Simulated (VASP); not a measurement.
Al, 1 atom in the cell. The structure is cubic, space group Fm-3m (No. 225). The conventional cell has a = 4.050 Å, b = 4.050 Å, c = 4.050 Å, α = 90.00°, β = 90.00°, γ = 90.00°. Al (site symmetry m-3m) has 12 Al at 2.86 Å within 3.8 Å. 

```yaml
Program: VASP 6.6.1
Task: single point
Functional: r2SCAN
Dispersion: D3(BJ)
Potentials_or_basis: VASP PAW PBE potentials, release 64 (Al)
Cutoff: 520 eV
k_mesh: 11 × 11 × 11
Occupations: fermi-dirac, width 0.05 eV
Spin: no spin polarisation
Dipole_correction: no
Further_INCAR_settings: ALGO = Normal; EDIFF = 1e-07; NBANDS = 8
```

Potentials or basis: VASP PAW PBE potentials, release 64 (Al).

Run with:

```console
$ cat potpaw_PBE.64/Al/POTCAR > POTCAR
$ cp INCAR.step1 INCAR
$ mpirun -np 1 vasp_std > vasp.out
$ cp INCAR.step2 INCAR
$ mpirun -np 1 vasp_std > vasp.out
```

Hardware: 1 thread of Intel(R) Xeon(R) 6975P-C (Granite Rapids), with other jobs on the host.

Problem. How long does it take, and how much memory?

Solution. It took 12 s on 1 thread of Intel(R) Xeon(R) 6975P-C (Granite Rapids), on a shared host, peak memory 0.14 GiB. Counts: k points 56.
